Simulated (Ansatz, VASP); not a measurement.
## One calculation of Ca3WN4, two programs

```
CELL_PARAMETERS angstrom
4.65944 0.00000 0.00000
0.00000 4.65944 0.00000
0.00000 0.00000 4.65944
ATOMIC_POSITIONS crystal
Ca 0.50000 0.00000 0.00000
Ca 0.00000 0.50000 0.00000
Ca 0.00000 0.00000 0.50000
W 0.50000 0.50000 0.50000
N 0.00000 0.50000 0.50000
N 0.50000 0.00000 0.50000
N 0.50000 0.50000 0.00000
N 0.00000 0.00000 0.00000
```

Alike in both runs: functional PBE; k mesh 8 × 8 × 8; occupations gaussian, width 0.1 eV; no spin polarisation.

Ansatz relaxed the structure, and its values are those at the end. VASP's run is a single point on that final structure, the one shown.

```csv
,VASP,Ansatz
version,VASP 6.6.1,Ansatz 0.2.0
potentials or method,"VASP PAW PBE potentials, release 64 (Ca_sv, W_sv, N), cutoff 520 eV","scalar-relativistic, plane waves, PAW"
valence electrons in the cell,64,64
```

|  | VASP | Ansatz | Ansatz less VASP |
| --- | --- | --- | --- |
| gap on the k mesh at the Fermi level (eV) | none | none | - |
| pressure (GPa) | 0.8 | 0.0 | -0.79 |

A gap of «none» marks a metal or a gap that the smearing closes.

Neither program's run includes spin-orbit coupling.
